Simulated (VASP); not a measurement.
# KBr (P6_3/mmc) in VASP: notebook, part 2 of 2

VASP 6.6.1. Earlier steps stand in the parts before.

### 5 Single point, PBE

This run uses another cell than the first one, of 46.28 Å³/atom.

Input file INCAR:

```
SYSTEM = KBr
PREC = Accurate
ENCUT = 520
EDIFF = 1E-7
ISMEAR = 0
SIGMA = 0.01
LREAL = .False.
LASPH = .True.
NELM = 80
ALGO = Normal
ISIF = 2
LWAVE = .False.
LCHARG = .False.
GGA = PE
NBANDS = 24
```

Input file KPOINTS:

```
regular mesh
0
Gamma
  6 6 4
  0 0 0
```

Input file POSCAR:

```
KBr
1.0
    5.6730842852      0.0000000000      0.0000000000
   -2.8365421426      4.9130351088      0.0000000000
    0.0000000000      0.0000000000      6.6424540957
K Br
2 2
Direct
    0.3333333333      0.6666666667     -0.0624975190
    0.6666666667      0.3333333333      0.4375024810
    0.3333333333      0.6666666667      0.4374975190
    0.6666666667      0.3333333333      0.9374975190
```

Potentials or basis: VASP PAW PBE potentials, release 64 (K_sv, Br).

The run is started by

```sh
> cat potpaw_PBE.64/K_sv/POTCAR potpaw_PBE.64/Br/POTCAR > POTCAR
> mpirun -np 1 vasp_std > vasp.out
```

OUTCAR:

```text
SYSTEM = KBr
   PREC = Accurate
   ENCUT = 520
   EDIFF = 1E-7
   ISMEAR = 0
   LREAL = .False.
   LASPH = .True.
   NELM = 80
   ISIF = 2
   GGA = PE

 ion  position               nearest neighbor table
   1  0.333  0.667  0.938-   4 3.28   4 3.28   4 3.28
   2  0.667  0.333  0.438-   3 3.28   3 3.28   3 3.28
   3  0.333  0.667  0.437-   2 3.28   2 3.28   2 3.28
   4  0.667  0.333  0.937-   1 3.28   1 3.28   1 3.28

  LATTYP: Found a hexagonal cell.
 ALAT       =     5.6730842852
 C/A-ratio  =     1.1708717449

  Lattice vectors:

 A1 = (   5.6730842852,   0.0000000000,   0.0000000000)
 A2 = (  -2.8365421426,   4.9130351088,   0.0000000000)
 A3 = (   0.0000000000,   0.0000000000,   6.6424540957)

Analysis of symmetry for initial positions (statically):
=====================================================================
 Subroutine PRICEL returns:
 Original cell was already a primitive cell.

 Routine SETGRP: Setting up the symmetry group for a
 hexagonal supercell.

 Subroutine GETGRP returns: Found 24 space group operations
 (whereof  6 operations were pure point group operations)
 out of a pool of 24 trial point group operations.

The static configuration has the point symmetry C_3v.
 The point group associated with its full space group is D_6h.

Analysis of symmetry for dynamics (positions and initial velocities):
=====================================================================
 Subroutine PRICEL returns:
 Original cell was already a primitive cell.

 Routine SETGRP: Setting up the symmetry group for a
 hexagonal supercell.

 Subroutine GETGRP returns: Found 24 space group operations
 (whereof  6 operations were pure point group operations)
 out of a pool of 24 trial point group operations.

The dynamic configuration has the point symmetry C_3v.
 The point group associated with its full space group is D_6h.
[... 114 lines left out ...]
   ISMEAR =     0;   SIGMA  =   0.01  broadening in eV -4-tet -1-fermi 0-gaus
   EFERMI_NEDOS =   21; number of points for ismear=-14 and -15
   IALGO  =     38    algorithm
   IMIX   =      4    mixing-type and parameters
     AMIX     =   0.40;   BMIX     =  1.00
     AMIX_MAG =   1.60;   BMIX_MAG =  1.00
  volume/ion in A,a.u.               =      46.28       312.34
  Fermi-wavevector in a.u.,A,eV,Ry     =   0.911925  1.723288 11.314693  0.831606
  Thomas-Fermi vector in A             =   2.036261
   LORBIT       =      0    0 simple, 1 ext, 2 COOP (PROOUT), +10 PAW based schemes
   GGA     = PE    functional components
   LHFCALC =     F    Hartree Fock is set to
   AEXX    =    0.0000 exact exchange contribution
   IVDW    =     0    specifies the selected vdW correction
   LEPSILON=     F    determine dielectric tensor
   LRPA    =     F    only Hartree local field effects (RPA)
 non-spin polarized calculation
 Gauss-broadening in eV      SIGMA  =   0.01
  energy-cutoff  :      520.00
  volume of cell :      185.14
 maximum number of plane-waves:      5012
   NGX = 21   NGY = 21   NGZ = 25

 number of electron      31.9999995 magnetization

 Free energy of the ion-electron system (eV)
  ---------------------------------------------------
  ext. energy  EPLUGINS =         0.00000000
  ---------------------------------------------------
  free energy    TOTEN  =       -12.28349729 eV

  energy without entropy =      -12.28349729  energy(sigma->0) =      -12.28349729

 E-fermi :  -2.4794     XC(G=0):  -6.2394

 val. band max:       -2.6380283313   @ k =   0.0000   0.0000   0.0000
 cond. band min:       1.4998988158   @ k =   0.0000   0.0000   0.0000
 fundamental gap:      4.1379271471
 Fermi energy:        -2.4793918784

 k-point     1 :       0.0000    0.0000    0.0000
  band No.  band energies     occupation
      1     -30.6264      2.00000
      2     -30.6211      2.00000
      3     -14.8268      2.00000
      4     -14.7514      2.00000
      5     -14.1594      2.00000
      6     -14.1452      2.00000
[... 556 lines left out ...]
     23       5.7530      0.00000
     24       5.7530      0.00000

------------------------ aborting loop because EDIFF is reached ----------------------------------------

  FORCE on cell =-STRESS in cart. coord.  units (eV):
  Direction    XX          YY          ZZ          XY          YZ          ZX
  --------------------------------------------------------------------------------------
  -------------------------------------------------------------------------------------
  Total        0.0393090      0.0393090      0.0269471      0.0000000      0.0000000      0.0000000
  in kB        0.3401772      0.3401772      0.2331977      0.0000000      0.0000000      0.0000000
  external PRESSURE =       0.3045173 kB  Pullay stress =       0.0000000 kB

 VOLUME and BASIS-vectors are now :
 -----------------------------------------------------------------------------
  energy-cutoff  :      520.00
  volume of cell :      185.14
      direct lattice vectors                 reciprocal lattice vectors
     5.673084285  0.000000000  0.000000000     0.176270958  0.101770085  0.000000000
    -2.836542143  4.913035109  0.000000000     0.000000000  0.203540170  0.000000000
     0.000000000  0.000000000  6.642454096     0.000000000  0.000000000  0.150546769

 POSITION                                       TOTAL-FORCE (eV/Angst)
 -----------------------------------------------------------------------------------
     -0.00000      3.27536      6.22732        -0.000000     -0.000000      0.000000
      2.83654      1.63768      2.90609         0.000000      0.000000      0.000000
     -0.00000      3.27536      2.90606        -0.000000      0.000000      0.000000
      2.83654      1.63768      6.22728         0.000000      0.000000     -0.000000
 -----------------------------------------------------------------------------------
    total drift:                               -0.000000      0.000000      0.043124

  FREE ENERGIE OF THE ION-ELECTRON SYSTEM (eV)
  ---------------------------------------------------
  free  energy   TOTEN  =       -12.2834972857 eV

  energy  without entropy=      -12.2834972857  energy(sigma->0) =      -12.28349729
```

Wall time 78 s (1 thread of Intel Xeon Platinum 8124M at 3.00GHz (Skylake/Cascade Lake), shared host); peak memory 0.32 GiB.

What came out:

```yaml
Free_energy: -12.2835 eV
Pressure: 0.0 GPa
Band_gap_on_the_k_mesh: 4.14 eV
```

Levels at points of the mesh, in eV from the valence-band top:
| k point | band 12 | band 13 | band 14 | band 15 | band 16 | band 17 | band 18 | band 19 | band 20 | band 21 |
| --- | --- | --- | --- | --- | --- | --- | --- | --- | --- | --- |
| (0.00, 0.00, 0.00) | -0.45 | -0.45 | -0.26 | -0.26 | 0.00 | 4.14 | 6.95 | 7.43 | 7.43 | 8.16 |
| (0.50, 0.00, 0.00) | -0.48 | -0.44 | -0.43 | -0.24 | -0.14 | 5.98 | 6.30 | 6.68 | 6.85 | 7.64 |
| (0.00, 0.00, 0.50) | -0.60 | -0.37 | -0.37 | -0.37 | -0.37 | 5.39 | 5.39 | 8.34 | 8.34 | 8.34 |
| (0.50, 0.00, 0.50) | -0.86 | -0.33 | -0.33 | -0.25 | -0.25 | 6.23 | 6.23 | 7.73 | 7.73 | 8.12 |

Caveat: the structure was generated, so it needn't be the stable form of KBr. A k mesh can miss the band edges.

### 6 The runs side by side

```csv
cell,gap on the mesh (eV),pressure (GPa)
"a = 5.557, b = 5.557, c = 6.507 Å, angles 90.0, 90.0, 120.0°, 4 atoms",4.23,0.8
"a = 5.619, b = 5.619, c = 6.554 Å, angles 90.0, 90.0, 120.0°, 4 atoms",4.19,0.4
"a = 5.616, b = 5.616, c = 6.575 Å, angles 90.0, 90.0, 120.0°, 4 atoms",4.18,0.4
"a = 5.673, b = 5.673, c = 6.642 Å, angles 90.0, 90.0, 120.0°, 4 atoms",4.14,0.0
```

Alike in all rows: task single point; level PBE; potentials or basis VASP PAW PBE potentials, release 64 (K_sv, Br); no spin polarisation; k mesh 6 × 6 × 4; cutoff (eV) 520; smearing gaussian 0.01 eV.

Caveats: the structure was generated, so it needn't be the stable form of KBr.

Total energies depend on the potentials used, so only differences within one code and one set of settings carry meaning.
